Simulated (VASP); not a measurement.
# SnSe (Fm-3m) in VASP: a series of runs

Aim: see how the results for SnSe move with the level of theory and the settings. Levels: PBE, HSE06, PBE-based screened hybrid with 50 % exact exchange, PBE-based screened hybrid with 35 % exact exchange, PBE-based screened hybrid with 30 % exact exchange. Tasks: single point.

All numbers are computed with VASP 6.6.1; they aren't measurements. Logs are shortened: lines on timing, memory, paths and dates and some standing lists are left out, and cuts for length are marked.

**1. The cell of the first run**

The structure is cubic, space group Fm-3m (No. 225). Conventional cell: a = 5.970 Å, b = 5.970 Å, c = 5.970 Å, α = 90.00°, β = 90.00°, γ = 90.00°. Within 3.9 Å of Sn (site symmetry m-3m) lie 6 Se at 2.98 Å. Se (site symmetry m-3m) has 6 Sn at 2.98 Å within 3.9 Å.

**2. Single point, PBE**

Contents of INCAR:

```
SYSTEM = SnSe
  PREC = Accurate
  ENCUT = 520
  EDIFF = 1E-6
  ISMEAR = 0
  SIGMA = 0.01
  LREAL = .False.
  LASPH = .True.
  NELM = 80
  ALGO = Normal
  ISIF = 2
  LWAVE = .False.
  LCHARG = .False.
  GGA = PE
  NBANDS = 17
```

Contents of KPOINTS:

```
Automatic mesh
0
Gamma
  6 6 6
  0 0 0
```

Contents of POSCAR:

```
SnSe
1.0
    0.0000000000      2.9848894912      2.9848894912
    2.9848894912      0.0000000000      2.9848894912
    2.9848894912      2.9848894912      0.0000000000
Sn Se
1 1
Direct
    0.0000000000      0.0000000000      0.0000000000
    0.5000000000      0.5000000000      0.5000000000
```

Potentials or basis: VASP PAW PBE potentials, release 64 (Sn_d, Se).

Command:

```bash
$ cat potpaw_PBE.64/Sn_d/POTCAR potpaw_PBE.64/Se/POTCAR > POTCAR
$ mpirun -np 1 vasp_std > vasp.out
```

OUTCAR:

```text
SYSTEM = SnSe
   PREC = Accurate
   ENCUT = 520
   EDIFF = 1E-6
   ISMEAR = 0
   LREAL = .False.
   LASPH = .True.
   NELM = 80
   ISIF = 2
   GGA = PE

 ion  position               nearest neighbor table
   1  0.000  0.000  0.000-   2 2.98   2 2.98   2 2.98   2 2.98   2 2.98   2 2.98
   2  0.500  0.500  0.500-   1 2.98   1 2.98   1 2.98   1 2.98   1 2.98   1 2.98

  LATTYP: Found a face centered cubic cell.
 ALAT       =     5.9697789824

  Lattice vectors:

 A1 = (   0.0000000000,   2.9848894912,   2.9848894912)
 A2 = (   2.9848894912,   0.0000000000,   2.9848894912)
 A3 = (   2.9848894912,   2.9848894912,   0.0000000000)

Analysis of symmetry for initial positions (statically):
=====================================================================
 Subroutine PRICEL returns:
 Original cell was already a primitive cell.

 Routine SETGRP: Setting up the symmetry group for a
 face centered cubic supercell.

 Subroutine GETGRP returns: Found 48 space group operations
 (whereof 48 operations were pure point group operations)
 out of a pool of 48 trial point group operations.

The static configuration has the point symmetry O_h .

Analysis of symmetry for dynamics (positions and initial velocities):
=====================================================================
 Subroutine PRICEL returns:
 Original cell was already a primitive cell.

 Routine SETGRP: Setting up the symmetry group for a
 face centered cubic supercell.

 Subroutine GETGRP returns: Found 48 space group operations
 (whereof 48 operations were pure point group operations)
 out of a pool of 48 trial point group operations.

The dynamic configuration has the point symmetry O_h .

 Subroutine INISYM returns: Found 48 space group operations
 (whereof 48 operations are pure point group operations),
 and found     1 'primitive' translations

----------------------------------------------------------------------------------------

                                     Primitive cell

  volume of cell :      53.1881

  direct lattice vectors                    reciprocal lattice vectors
     0.000000000  2.984889491  2.984889491    -0.167510389  0.167510389  0.167510389
     2.984889491  0.000000000  2.984889491     0.167510389 -0.167510389  0.167510389
     2.984889491  2.984889491  0.000000000     0.167510389  0.167510389 -0.167510389

  length of vectors
     4.221271201  4.221271201  4.221271201     0.290136505  0.290136505  0.290136505

  position of ions in fractional coordinates (direct lattice)
     0.000000000  0.000000000  0.000000000
     0.500000000  0.500000000  0.500000000

  ion indices of the primitive-cell ions
   primitive index   ion index
                 1           1
                 2           2

----------------------------------------------------------------------------------------

 KPOINTS: Automatic mesh

Automatic generation of k-mesh.
 Grid dimensions read from file:
 generate k-points for:    6    6    6

 Generating k-lattice:

  Cartesian coordinates                     Fractional coordinates (reciprocal lattice)
    -0.027918398  0.027918398  0.027918398     0.166666667  0.000000000  0.000000000
     0.027918398 -0.027918398  0.027918398     0.000000000  0.166666667  0.000000000
     0.027918398  0.027918398 -0.027918398     0.000000000  0.000000000  0.166666667

  Length of vectors
     0.048356084  0.048356084  0.048356084

  Shift w.r.t. Gamma in fractional coordinates (k-lattice)
     0.000000000  0.000000000  0.000000000

 Subroutine IBZKPT returns following result:
 ===========================================

 Found     16 irreducible k-points:

 Following reciprocal coordinates:
            Coordinates               Weight
  0.000000  0.000000  0.000000      1.000000
  0.166667  0.000000  0.000000      8.000000
  0.333333  0.000000  0.000000      8.000000
  0.500000  0.000000  0.000000      4.000000
  0.166667  0.166667  0.000000      6.000000
  0.333333  0.166667  0.000000     24.000000
[... 8 lines left out ...]
 -0.333333  0.333333  0.166667     24.000000
 -0.333333  0.500000  0.166667     12.000000
   k-points           NKPTS =     16   k-points in BZ     NKDIM =     16   number of bands    NBANDS=     17
   number of dos      NEDOS =    301   number of ions     NIONS =      2
   total plane-waves  NPLWV =  32768
   dimension x,y,z NGX =    32 NGY =   32 NGZ =   32
   dimension x,y,z NGXF=    64 NGYF=   64 NGZF=   64
   ions per type =               1   1
   NGX,Y,Z   is equivalent  to a cutoff of  12.60, 12.60, 12.60 a.u.
   NGXF,Y,Z  is equivalent  to a cutoff of  25.21, 25.21, 25.21 a.u.
 SYSTEM =  SnSe
   PREC   = accura    normal or accurate (medium, high low for compatibility)
   ISTART =      0    job   : 0-new  1-cont  2-samecut
   ICHARG =      2    charge: 1-file 2-atom 10-const
   ISPIN  =      1    spin polarized calculation?
   LNONCOLLINEAR =      F non collinear calculations
   LSORBIT =      F    spin-orbit coupling
   LASPH  =      T    aspherical Exc in radial PAW
   ENCUT  =  520.0 eV  38.22 Ry    6.18 a.u.   7.85  7.85  7.85*2*pi/ulx,y,z
   NELM   =     80;   NELMIN=  2; NELMDL= -5     # of ELM steps
   EDIFF  = 0.1E-05   stopping-criterion for ELM
   LREAL  =      F    real-space projection
   EDIFFG = 0.1E-04   stopping-criterion for IOM
   NSW    =      0    number of steps for IOM
   IBRION =     -1    ionic relax: 0-MD 1-quasi-New 2-CG
   NFREE  =      0    steps in history (QN), initial steepest desc. (CG)
   ISIF   =      2    stress and relaxation
   ISYM   =      2    0-nonsym 1-usesym 2-fastsym
   POTIM  = 0.5000    time-step for ionic-motion
   TEBEG  =    0.0;   TEEND  =   0.0 temperature during run
   PSTRESS=    0.0 pullay stress
   NELECT =      20.0000    total number of electrons
   NUPDOWN=      -1.0000    fix difference up-down
   EMIN   =  10.00;   EMAX   =-10.00  energy-range for DOS
   EFERMI =   0.00;   METHOD = LEGACY
   ISMEAR =     0;   SIGMA  =   0.01  broadening in eV -4-tet -1-fermi 0-gaus
   EFERMI_NEDOS =   21; number of points for ismear=-14 and -15
   IALGO  =     38    algorithm
   IMIX   =      4    mixing-type and parameters
     AMIX     =   0.40;   BMIX     =  1.00
     AMIX_MAG =   1.60;   BMIX_MAG =  1.00
  volume/ion in A,a.u.               =      26.59       179.47
  Fermi-wavevector in a.u.,A,eV,Ry     =   1.181626  2.232949 18.996987  1.396239
  Thomas-Fermi vector in A             =   2.317895
   LORBIT       =      0    0 simple, 1 ext, 2 COOP (PROOUT), +10 PAW based schemes
   GGA     = PE    functional components
   LHFCALC =     F    Hartree Fock is set to
   AEXX    =    0.0000 exact exchange contribution
   IVDW    =     0    specifies the selected vdW correction
   LEPSILON=     F    determine dielectric tensor
   LRPA    =     F    only Hartree local field effects (RPA)
 non-spin polarized calculation
 Gauss-broadening in eV      SIGMA  =   0.01
  energy-cutoff  :      520.00
  volume of cell :       53.19
 maximum number of plane-waves:      1459
   NGX = 15   NGY = 15   NGZ = 15

 number of electron      20.0000008 magnetization

 Free energy of the ion-electron system (eV)
  ---------------------------------------------------
  ext. energy  EPLUGINS =         0.00000000
  ---------------------------------------------------
  free energy    TOTEN  =        -8.22446182 eV

  energy without entropy =       -8.22446182  energy(sigma->0) =       -8.22446182

 E-fermi :   5.8839     XC(G=0):  -9.7213

 val. band max:        5.8410144549   @ k =   0.5000   0.0000   0.0000
 cond. band min:       6.5323110863   @ k =   0.5000   0.0000   0.0000
 fundamental gap:      0.6912966314
 Fermi energy:         5.8838788793

 k-point     1 :       0.0000    0.0000    0.0000
  band No.  band energies     occupation
      1     -15.7395      2.00000
      2     -15.7395      2.00000
      3     -15.7395      2.00000
      4     -15.7389      2.00000
      5     -15.7389      2.00000
      6      -8.1868      2.00000
[... 9 lines left out ...]
     16      11.6989      0.00000
     17      14.0458      0.00000

 k-point     2 :       0.1667    0.0000    0.0000
  band No.  band energies     occupation
      1     -15.7412      2.00000
      2     -15.7412      2.00000
      3     -15.7388      2.00000
      4     -15.7358      2.00000
      5     -15.7358      2.00000
      6      -7.9875      2.00000
[... 9 lines left out ...]
     16      12.3420      0.00000
     17      15.7733      0.00000

 k-point     3 :       0.3333    0.0000    0.0000
  band No.  band energies     occupation
      1     -15.7457      2.00000
      2     -15.7457      2.00000
      3     -15.7375      2.00000
      4     -15.7286      2.00000
      5     -15.7286      2.00000
      6      -7.5078      2.00000
[... 9 lines left out ...]
     16      14.0021      0.00000
     17      17.8872      0.00000

 k-point     4 :       0.5000    0.0000    0.0000
  band No.  band energies     occupation
      1     -15.7480      2.00000
      2     -15.7480      2.00000
      3     -15.7369      2.00000
      4     -15.7250      2.00000
      5     -15.7250      2.00000
      6      -7.2031      2.00000
[... 9 lines left out ...]
     16      16.0989      0.00000
     17      16.0989      0.00000

 k-point     5 :       0.1667    0.1667    0.0000
  band No.  band energies     occupation
      1     -15.7448      2.00000
      2     -15.7413      2.00000
      3     -15.7368      2.00000
      4     -15.7347      2.00000
      5     -15.7347      2.00000
      6      -7.9207      2.00000
[... 9 lines left out ...]
     16      13.4424      0.00000
     17      14.4077      0.00000

 k-point     6 :       0.3333    0.1667    0.0000
  band No.  band energies     occupation
      1     -15.7507      2.00000
      2     -15.7404      2.00000
      3     -15.7391      2.00000
      4     -15.7303      2.00000
      5     -15.7276      2.00000
      6      -7.5301      2.00000
[... 9 lines left out ...]
     16      14.9276      0.00000
     17      16.5597      0.00000

 k-point     7 :       0.5000    0.1667    0.0000
  band No.  band energies     occupation
      1     -15.7527      2.00000
      2     -15.7432      2.00000
      3     -15.7362      2.00000
      4     -15.7281      2.00000
      5     -15.7242      2.00000
      6      -7.1370      2.00000
[... 9 lines left out ...]
     16      16.2836      0.00000
     17      16.6883      0.00000

 k-point     8 :      -0.3333    0.1667    0.0000
  band No.  band energies     occupation
      1     -15.7491      2.00000
      2     -15.7449      2.00000
      3     -15.7351      2.00000
      4     -15.7281      2.00000
      5     -15.7277      2.00000
      6      -7.2388      2.00000
[... 9 lines left out ...]
     16      15.3532      0.00000
     17      17.0127      0.00000

 k-point     9 :      -0.1667    0.1667    0.0000
  band No.  band energies     occupation
      1     -15.7434      2.00000
      2     -15.7434      2.00000
      3     -15.7379      2.00000
      4     -15.7343      2.00000
      5     -15.7300      2.00000
      6      -7.6899      2.00000
[... 9 lines left out ...]
     16      14.5093      0.00000
     17      15.1975      0.00000

 k-point    10 :       0.3333    0.3333    0.0000
  band No.  band energies     occupation
      1     -15.7611      2.00000
      2     -15.7449      2.00000
      3     -15.7325      2.00000
      4     -15.7250      2.00000
      5     -15.7250      2.00000
      6      -7.2869      2.00000
[... 9 lines left out ...]
     16      16.6300      0.00000
     17      16.8647      0.00000

 k-point    11 :       0.5000    0.3333    0.0000
  band No.  band energies     occupation
      1     -15.7646      2.00000
      2     -15.7430      2.00000
      3     -15.7342      2.00000
      4     -15.7235      2.00000
      5     -15.7219      2.00000
      6      -6.9875      2.00000
[... 9 lines left out ...]
     16      17.0343      0.00000
     17      17.3705      0.00000

 k-point    12 :      -0.3333    0.3333    0.0000
  band No.  band energies     occupation
      1     -15.7581      2.00000
      2     -15.7392      2.00000
      3     -15.7352      2.00000
      4     -15.7282      2.00000
      5     -15.7246      2.00000
      6      -6.9615      2.00000
[... 9 lines left out ...]
     16      14.9650      0.00000
     17      17.5335      0.00000

 k-point    13 :       0.5000    0.5000    0.0000
  band No.  band energies     occupation
      1     -15.7713      2.00000
      2     -15.7468      2.00000
      3     -15.7304      2.00000
      4     -15.7200      2.00000
      5     -15.7200      2.00000
      6      -6.9027      2.00000
[... 9 lines left out ...]
     16      17.7199      0.00000
     17      18.5472      0.00000

 k-point    14 :       0.5000    0.3333    0.1667
  band No.  band energies     occupation
      1     -15.7559      2.00000
      2     -15.7391      2.00000
      3     -15.7391      2.00000
      4     -15.7268      2.00000
      5     -15.7252      2.00000
      6      -7.1693      2.00000
[... 9 lines left out ...]
     16      15.8895      0.00000
     17      16.4287      0.00000

 k-point    15 :      -0.3333    0.3333    0.1667
  band No.  band energies     occupation
      1     -15.7575      2.00000
      2     -15.7404      2.00000
      3     -15.7332      2.00000
      4     -15.7318      2.00000
      5     -15.7224      2.00000
      6      -6.9614      2.00000
[... 9 lines left out ...]
     16      17.3491      0.00000
     17      17.4157      0.00000

 k-point    16 :      -0.3333    0.5000    0.1667
  band No.  band energies     occupation
      1     -15.7642      2.00000
      2     -15.7402      2.00000
      3     -15.7355      2.00000
      4     -15.7269      2.00000
      5     -15.7200      2.00000
      6      -6.8808      2.00000
[... 9 lines left out ...]
     16      17.1615      0.00000
     17      18.6430      0.00000

------------------------ aborting loop because EDIFF is reached ----------------------------------------

  FORCE on cell =-STRESS in cart. coord.  units (eV):
  Direction    XX          YY          ZZ          XY          YZ          ZX
  --------------------------------------------------------------------------------------
  -------------------------------------------------------------------------------------
  Total        0.6512937      0.6512937      0.6512937      0.0000000     -0.0000000     -0.0000000
  in kB       19.6188117     19.6188117     19.6188117      0.0000000     -0.0000000     -0.0000000
  external PRESSURE =      19.6188117 kB  Pullay stress =       0.0000000 kB

 VOLUME and BASIS-vectors are now :
 -----------------------------------------------------------------------------
  energy-cutoff  :      520.00
  volume of cell :       53.19
      direct lattice vectors                 reciprocal lattice vectors
     0.000000000  2.984889491  2.984889491    -0.167510389  0.167510389  0.167510389
     2.984889491  0.000000000  2.984889491     0.167510389 -0.167510389  0.167510389
     2.984889491  2.984889491  0.000000000     0.167510389  0.167510389 -0.167510389

 POSITION                                       TOTAL-FORCE (eV/Angst)
 -----------------------------------------------------------------------------------
      0.00000      0.00000      0.00000        -0.000000     -0.000000     -0.000000
      2.98489      2.98489      2.98489         0.000000      0.000000      0.000000
 -----------------------------------------------------------------------------------
    total drift:                                0.000000     -0.000000     -0.000000

  FREE ENERGIE OF THE ION-ELECTRON SYSTEM (eV)
  ---------------------------------------------------
  free  energy   TOTEN  =        -8.2244618188 eV

  energy  without entropy=       -8.2244618188  energy(sigma->0) =       -8.22446182
```

Run time: 7.4 s. Hardware: 1 thread of Intel Xeon 6975P-C (Granite Rapids), shared host; peak memory 0.17 GiB.

What came out:

```
Free energy            : -8.2245 eV
Pressure               : 2.0 GPa
Band gap on the k mesh : 0.69 eV
```

Levels at points of the mesh, in eV from the valence-band top:
| k point | band 6 | band 7 | band 8 | band 9 | band 10 | band 11 | band 12 | band 13 | band 14 | band 15 |
| --- | --- | --- | --- | --- | --- | --- | --- | --- | --- | --- |
| (0.00, 0.00, 0.00) | -14.03 | -4.96 | -2.25 | -2.25 | -2.25 | 4.44 | 4.44 | 4.44 | 5.86 | 5.86 |
| (0.50, 0.00, 0.00) | -13.04 | -8.15 | -2.00 | -2.00 | 0.00 | 0.69 | 1.26 | 1.26 | 8.33 | 10.25 |
| (0.50, 0.50, 0.00) | -12.74 | -5.99 | -5.62 | -3.74 | -3.74 | 2.96 | 5.51 | 5.51 | 6.15 | 10.54 |

Caveat: semilocal functionals underestimate gaps, and a narrow one can read as zero; spin-orbit coupling is left out, which moves the levels of the heavy elements.

[end of part 1 of 2]
